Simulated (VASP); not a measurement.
Crystal: NaP2.

```
Na P
1.0
     4.41313   -1.66418    0.00000
     4.41313    1.66418    0.00000
    -0.45138    0.00000    4.25837
Na P
1 2
Direct
  0.00000 0.00000 0.50000
  0.70207 0.70207 0.12011
  0.29793 0.29793 0.87989
```

```yaml
Program: VASP 6.6.1
Task: relaxation of cell and atoms
Functional: PBE
Potentials_or_basis: VASP PAW PBE potentials, release 64 (Na_pv, P)
Cutoff: 600 eV
k_mesh: 6 × 6 × 4
Occupations: gaussian, width 0.1 eV
Spin: no spin polarisation
```

At the start: pressure 0.2 GPa; volume 20.85 Å³/atom.

Q: Where does the relaxation end?

A: Over 14 steps the energy falls by 9.6 meV/atom and the volume is 20.75 Å³/atom (-0.5 %); space group C2/m (No. 12, to 0.1 Å) before and after.

Step by step:
```csv
step,energy change (eV),largest force (eV/Å),pressure (GPa),volume (Å³)
1,0.0000,0.1707,0.25,62.55
2,-0.0051,0.0472,0.50,62.84
3,-0.0060,0.1834,0.66,63.02
4,-0.0091,0.1425,0.31,63.49
5,-0.0116,0.0842,-0.63,64.86
6,-0.0119,0.0846,-0.43,64.54
7,-0.0136,0.0808,-0.40,64.44
8,-0.0177,0.0764,-0.34,64.13
9,-0.0223,0.0803,-0.16,63.48
10,-0.0249,0.0713,-0.09,63.23
11,-0.0272,0.1051,0.03,62.69
12,-0.0279,0.0435,-0.09,62.58
13,-0.0280,0.0500,-0.17,62.52
14,-0.0287,0.0240,0.04,62.25
```

Final structure:
```xyz
3
Lattice="4.7469 -1.6513 -0.0481 4.7469 1.6513 -0.0481 -0.5299 0.0000 3.9762" Properties=species:S:1:pos:R:3 pbc="T T T"
Na   -0.2649    0.0000    1.9881
P     6.6426    0.0000    0.4504
P     2.3214    0.0000    3.4297
```

Caveat: the k points lie up to 0.40 Å⁻¹ apart in the final cell, too coarse for converged energies and pressures of a metal; an odd number of electrons without spin polarisation forces a metal; a magnetic or distorted state may lie lower.
